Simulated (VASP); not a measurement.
A run of VASP 6.6.1 is set up as follows.

Contents of INCAR:

```
SYSTEM = SiGe4
  PREC = Accurate
  ENCUT = 520
  EDIFF = 1E-6
  ISMEAR = 0
  SIGMA = 0.1
  LREAL = .FALSE.
  LASPH = .TRUE.
  NELM = 80
  ALGO = Normal
  ISIF = 2
  LWAVE = .FALSE.
  LCHARG = .FALSE.
  LDIPOL = .TRUE.
  IDIPOL = 3
  DIPOL = 0.5 0.5 0.354
  IBRION = 2
  NSW = 36
  EDIFFG = -0.025
```

File KPOINTS:

```
Automatic mesh
0
G
  9 9 1
  0 0 0
```

POSCAR

```
SiGe4
1.0
    3.9749475856      0.0000000000      0.0000000000
   -1.9874737928      3.4424055879      0.0000000000
    0.0000000000      0.0000000000     19.6181517136
Ge Si
4 1
Selective dynamics
Direct
    0.3333333333      0.6666666667      0.2038928059  F F F
    0.0000000000      0.0000000000      0.2452515838  F F F
    0.0000000000      0.0000000000      0.3764881450  F F F
    0.6666666667      0.3333333333      0.4138081830  F F F
    0.6666666667      0.3333333333      0.5320660104  F F T
```

Potentials or basis: VASP PAW LDA potentials, release 64 (Ge_d, Si).

Run with:

```sh
$ cat potpaw_LDA.64/Ge_d/POTCAR potpaw_LDA.64/Si/POTCAR > POTCAR
$ mpirun -np 1 vasp_std > vasp.out
```

**Question.** Estimate the band gap on the k mesh.

**Answer.** Zero (bands 30 and 31 overlap by 0.68 eV).

**Question.** Predict the energy gained by relaxing.

**Answer.** 1.2 meV/atom.

Step by step:
```csv
step,energy change (eV),largest force on free atoms (eV/Å),pressure (GPa)
1,0.0000,0.3309,-0.76
2,-0.0041,0.1875,-0.84
3,-0.0062,0.0009,-0.95
```
